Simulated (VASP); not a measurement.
# CdSe (F-43m) in VASP: a series of runs

Aim: see how the results for CdSe move with the level of theory and the settings. Levels: PBE, r2SCAN. Tasks: single point.

All numbers are computed with VASP 6.6.1; they aren't measurements. Logs are shortened: lines on timing, memory, paths and dates and some standing lists are left out, and cuts for length are marked.

## Step 1: The cell of the first run

The structure is cubic, space group F-43m (No. 216). Conventional cell: a = 6.196 Å, b = 6.196 Å, c = 6.196 Å, α = 90.00°, β = 90.00°, γ = 90.00°. Cd (site symmetry -43m) has 4 Se at 2.68 Å within 3.5 Å. Se (site symmetry -43m) has 4 Cd at 2.68 Å within 3.5 Å.

## Step 2: Single point, PBE

INCAR reads:

```
SYSTEM = CdSe
PREC = Accurate ; ENCUT = 520
EDIFF = 1E-6 ; ISMEAR = -1
SIGMA = 0.02 ; LREAL = .False.
LASPH = .True. ; NELM = 100
ALGO = Normal ; ISIF = 2
LWAVE = .False. ; LCHARG = .False.
GGA = PE ; NBANDS = 16
```

KPOINTS reads:

```
Automatic mesh
0
Gamma
  6 6 6
  0 0 0
```

POSCAR reads:

```
CdSe
1.0
    0.0000000000      3.0982260089      3.0982260089
    3.0982260089      0.0000000000      3.0982260089
    3.0982260089      3.0982260089      0.0000000000
Cd Se
1 1
Direct
    0.0000000000      0.0000000000      0.0000000000
    0.2500000000      0.2500000000      0.2500000000
```

Potentials or basis: VASP PAW PBE potentials, release 64 (Cd, Se).

Launch:

```sh
> cat potpaw_PBE.64/Cd/POTCAR potpaw_PBE.64/Se/POTCAR > POTCAR
> mpirun -np 1 vasp_std > vasp.out
```

OUTCAR:

```text
SYSTEM = CdSe
   PREC = Accurate
   ENCUT = 520
   EDIFF = 1E-6
   ISMEAR = -1
   LREAL = .False.
   LASPH = .True.
   NELM = 100
   ISIF = 2
   GGA = PE

 ion  position               nearest neighbor table
   1  0.000  0.000  0.000-   2 2.68   2 2.68   2 2.68   2 2.68
   2  0.250  0.250  0.250-   1 2.68   1 2.68   1 2.68   1 2.68

  LATTYP: Found a face centered cubic cell.
 ALAT       =     6.1964520178

  Lattice vectors:

 A1 = (   0.0000000000,   3.0982260089,   3.0982260089)
 A2 = (   3.0982260089,   0.0000000000,   3.0982260089)
 A3 = (   3.0982260089,   3.0982260089,   0.0000000000)

Analysis of symmetry for initial positions (statically):
=====================================================================
 Subroutine PRICEL returns:
 Original cell was already a primitive cell.

 Routine SETGRP: Setting up the symmetry group for a
 face centered cubic supercell.

 Subroutine GETGRP returns: Found 24 space group operations
 (whereof 24 operations were pure point group operations)
 out of a pool of 48 trial point group operations.

The static configuration has the point symmetry T_d .

Analysis of symmetry for dynamics (positions and initial velocities):
=====================================================================
 Subroutine PRICEL returns:
 Original cell was already a primitive cell.

 Routine SETGRP: Setting up the symmetry group for a
 face centered cubic supercell.

 Subroutine GETGRP returns: Found 24 space group operations
 (whereof 24 operations were pure point group operations)
 out of a pool of 48 trial point group operations.

The dynamic configuration has the point symmetry T_d .

 Subroutine INISYM returns: Found 24 space group operations
 (whereof 24 operations are pure point group operations),
 and found     1 'primitive' translations

----------------------------------------------------------------------------------------

                                     Primitive cell

  volume of cell :      59.4798

  direct lattice vectors                    reciprocal lattice vectors
     0.000000000  3.098226009  3.098226009    -0.161382675  0.161382675  0.161382675
     3.098226009  0.000000000  3.098226009     0.161382675 -0.161382675  0.161382675
     3.098226009  3.098226009  0.000000000     0.161382675  0.161382675 -0.161382675

  length of vectors
     4.381553241  4.381553241  4.381553241     0.279522992  0.279522992  0.279522992

  position of ions in fractional coordinates (direct lattice)
     0.000000000  0.000000000  0.000000000
     0.250000000  0.250000000  0.250000000

  ion indices of the primitive-cell ions
   primitive index   ion index
                 1           1
                 2           2

----------------------------------------------------------------------------------------

 KPOINTS: Automatic mesh

Automatic generation of k-mesh.
 Grid dimensions read from file:
 generate k-points for:    6    6    6

 Generating k-lattice:

  Cartesian coordinates                     Fractional coordinates (reciprocal lattice)
    -0.026897112  0.026897112  0.026897112     0.166666667  0.000000000  0.000000000
     0.026897112 -0.026897112  0.026897112     0.000000000  0.166666667  0.000000000
     0.026897112  0.026897112 -0.026897112     0.000000000  0.000000000  0.166666667

  Length of vectors
     0.046587165  0.046587165  0.046587165

  Shift w.r.t. Gamma in fractional coordinates (k-lattice)
     0.000000000  0.000000000  0.000000000

 Subroutine IBZKPT returns following result:
 ===========================================

 Found     16 irreducible k-points:

 Following reciprocal coordinates:
            Coordinates               Weight
  0.000000  0.000000  0.000000      1.000000
  0.166667  0.000000  0.000000      8.000000
  0.333333  0.000000  0.000000      8.000000
  0.500000  0.000000  0.000000      4.000000
  0.166667  0.166667  0.000000      6.000000
  0.333333  0.166667  0.000000     24.000000
[... 8 lines left out ...]
 -0.333333  0.333333  0.166667     24.000000
 -0.333333  0.500000  0.166667     12.000000
   k-points           NKPTS =     16   k-points in BZ     NKDIM =     16   number of bands    NBANDS=     16
   number of dos      NEDOS =    301   number of ions     NIONS =      2
   total plane-waves  NPLWV =  46656
   dimension x,y,z NGX =    36 NGY =   36 NGZ =   36
   dimension x,y,z NGXF=    72 NGYF=   72 NGZF=   72
   ions per type =               1   1
   NGX,Y,Z   is equivalent  to a cutoff of  13.66, 13.66, 13.66 a.u.
   NGXF,Y,Z  is equivalent  to a cutoff of  27.32, 27.32, 27.32 a.u.
 SYSTEM =  CdSe
   PREC   = accura    normal or accurate (medium, high low for compatibility)
   ISTART =      0    job   : 0-new  1-cont  2-samecut
   ICHARG =      2    charge: 1-file 2-atom 10-const
   ISPIN  =      1    spin polarized calculation?
   LNONCOLLINEAR =      F non collinear calculations
   LSORBIT =      F    spin-orbit coupling
   LASPH  =      T    aspherical Exc in radial PAW
   ENCUT  =  520.0 eV  38.22 Ry    6.18 a.u.   8.15  8.15  8.15*2*pi/ulx,y,z
   NELM   =    100;   NELMIN=  2; NELMDL= -5     # of ELM steps
   EDIFF  = 0.1E-05   stopping-criterion for ELM
   LREAL  =      F    real-space projection
   EDIFFG = 0.1E-04   stopping-criterion for IOM
   NSW    =      0    number of steps for IOM
   IBRION =     -1    ionic relax: 0-MD 1-quasi-New 2-CG
   NFREE  =      0    steps in history (QN), initial steepest desc. (CG)
   ISIF   =      2    stress and relaxation
   ISYM   =      2    0-nonsym 1-usesym 2-fastsym
   POTIM  = 0.5000    time-step for ionic-motion
   TEBEG  =    0.0;   TEEND  =   0.0 temperature during run
   PSTRESS=    0.0 pullay stress
   NELECT =      18.0000    total number of electrons
   NUPDOWN=      -1.0000    fix difference up-down
   EMIN   =  10.00;   EMAX   =-10.00  energy-range for DOS
   EFERMI =   0.00;   METHOD = LEGACY
   ISMEAR =    -1;   SIGMA  =   0.02  broadening in eV -4-tet -1-fermi 0-gaus
   EFERMI_NEDOS =   21; number of points for ismear=-14 and -15
   IALGO  =     38    algorithm
   IMIX   =      4    mixing-type and parameters
     AMIX     =   0.40;   BMIX     =  1.00
     AMIX_MAG =   1.60;   BMIX_MAG =  1.00
  volume/ion in A,a.u.               =      29.74       200.69
  Fermi-wavevector in a.u.,A,eV,Ry     =   1.099114  2.077023 16.436527  1.208051
  Thomas-Fermi vector in A             =   2.235503
   LORBIT       =      0    0 simple, 1 ext, 2 COOP (PROOUT), +10 PAW based schemes
   GGA     = PE    functional components
   LHFCALC =     F    Hartree Fock is set to
   AEXX    =    0.0000 exact exchange contribution
   IVDW    =     0    specifies the selected vdW correction
   LEPSILON=     F    determine dielectric tensor
   LRPA    =     F    only Hartree local field effects (RPA)
 non-spin polarized calculation
  energy-cutoff  :      520.00
  volume of cell :       59.48
 maximum number of plane-waves:      1639
 NGX is ok and might be reduce to    36
   NGX = 17   NGY = 17   NGZ = 17

 number of electron      18.0000000 magnetization

 Free energy of the ion-electron system (eV)
  ---------------------------------------------------
  ext. energy  EPLUGINS =         0.00000000
  ---------------------------------------------------
  free energy    TOTEN  =        -5.49547831 eV

  energy without entropy =       -5.49547827  energy(sigma->0) =       -5.49547829

 E-fermi :   0.7743     XC(G=0):  -8.6331

 val. band max:        0.5178261810   @ k =   0.0000   0.0000   0.0000
 cond. band min:       1.0087494008   @ k =   0.0000   0.0000   0.0000
 fundamental gap:      0.4909232199
 Fermi energy:         0.7742666721

 k-point     1 :       0.0000    0.0000    0.0000
  band No.  band energies     occupation
      1     -11.7778      2.00000
      2      -7.2482      2.00000
      3      -7.2482      2.00000
      4      -7.2482      2.00000
      5      -6.9310      2.00000
      6      -6.9310      2.00000
[... 8 lines left out ...]
     15      11.4867      0.00000
     16      11.4867      0.00000

 k-point     2 :       0.1667    0.0000    0.0000
  band No.  band energies     occupation
      1     -11.6974      2.00000
      2      -7.2236      2.00000
      3      -7.2236      2.00000
      4      -7.1665      2.00000
      5      -6.9316      2.00000
      6      -6.9316      2.00000
[... 8 lines left out ...]
     15      10.5725      0.00000
     16      10.8966      0.00000

 k-point     3 :       0.3333    0.0000    0.0000
  band No.  band energies     occupation
      1     -11.5345      2.00000
      2      -7.1827      2.00000
      3      -7.1827      2.00000
      4      -6.9224      2.00000
      5      -6.9224      2.00000
      6      -6.9025      2.00000
[... 8 lines left out ...]
     15      10.9674      0.00000
     16      10.9674      0.00000

 k-point     4 :       0.5000    0.0000    0.0000
  band No.  band energies     occupation
      1     -11.4524      2.00000
      2      -7.1678      2.00000
      3      -7.1678      2.00000
      4      -6.9110      2.00000
      5      -6.9110      2.00000
      6      -6.6759      2.00000
[... 8 lines left out ...]
     15      12.4718      0.00000
     16      12.4718      0.00000
[... 172 lines left out ...]
 k-point    14 :       0.5000    0.3333    0.1667
  band No.  band energies     occupation
      1     -11.4291      2.00000
      2      -7.1235      2.00000
      3      -7.1151      2.00000
      4      -6.9849      2.00000
      5      -6.9082      2.00000
      6      -6.7164      2.00000
[... 8 lines left out ...]
     15      12.4022      0.00000
     16      13.3641      0.00000

 k-point    15 :      -0.3333    0.3333    0.1667
  band No.  band energies     occupation
      1     -11.3761      2.00000
      2      -7.1168      2.00000
      3      -7.0937      2.00000
      4      -6.9567      2.00000
      5      -6.9207      2.00000
      6      -6.5613      2.00000
[... 8 lines left out ...]
     15      12.2178      0.00000
     16      13.2740      0.00000

 k-point    16 :      -0.3333    0.5000    0.1667
  band No.  band energies     occupation
      1     -11.3503      2.00000
      2      -7.0842      2.00000
      3      -7.0735      2.00000
      4      -6.9833      2.00000
      5      -6.9069      2.00000
      6      -6.5398      2.00000
[... 8 lines left out ...]
     15      13.1325      0.00000
     16      13.2405      0.00000

------------------------ aborting loop because EDIFF is reached ----------------------------------------

  FORCE on cell =-STRESS in cart. coord.  units (eV):
  Direction    XX          YY          ZZ          XY          YZ          ZX
  --------------------------------------------------------------------------------------
  -------------------------------------------------------------------------------------
  Total        0.0917134      0.0917134      0.0917134      0.0000000      0.0000000      0.0000000
  in kB        2.4704400      2.4704400      2.4704400      0.0000000      0.0000000      0.0000000
  external PRESSURE =       2.4704400 kB  Pullay stress =       0.0000000 kB

 VOLUME and BASIS-vectors are now :
 -----------------------------------------------------------------------------
  energy-cutoff  :      520.00
  volume of cell :       59.48
      direct lattice vectors                 reciprocal lattice vectors
     0.000000000  3.098226009  3.098226009    -0.161382675  0.161382675  0.161382675
     3.098226009  0.000000000  3.098226009     0.161382675 -0.161382675  0.161382675
     3.098226009  3.098226009  0.000000000     0.161382675  0.161382675 -0.161382675

 POSITION                                       TOTAL-FORCE (eV/Angst)
 -----------------------------------------------------------------------------------
      0.00000      0.00000      0.00000         0.000000     -0.000000     -0.000000
      1.54911      1.54911      1.54911        -0.000000      0.000000      0.000000
 -----------------------------------------------------------------------------------
    total drift:                               -0.000000     -0.000000     -0.000000

  FREE ENERGIE OF THE ION-ELECTRON SYSTEM (eV)
  ---------------------------------------------------
  free  energy   TOTEN  =        -5.4954783066 eV

  energy  without entropy=       -5.4954782667  energy(sigma->0) =       -5.49547829
```

Wall time 8.5 s (1 thread of Intel Xeon 6975P-C (Granite Rapids), shared host); peak memory 0.2 GiB.

Results:

```yaml
Free_energy: -5.4955 eV
Pressure: 0.2 GPa
Band_gap_on_the_k_mesh: 0.49 eV, direct
```

Levels at points of the mesh, in eV from the valence-band top:
```tsv
k point	band 6	band 7	band 8	band 9	band 10	band 11	band 12	band 13
(0.00, 0.00, 0.00)	-7.45	0.00	0.00	0.00	0.49	5.93	5.93	5.93
(0.50, 0.00, 0.00)	-7.19	-4.08	-0.67	-0.67	2.32	6.42	6.42	7.25
(0.50, 0.50, 0.00)	-7.14	-3.83	-1.67	-1.67	3.24	3.69	8.86	9.88
```

(Continued in part 2 of 2.)
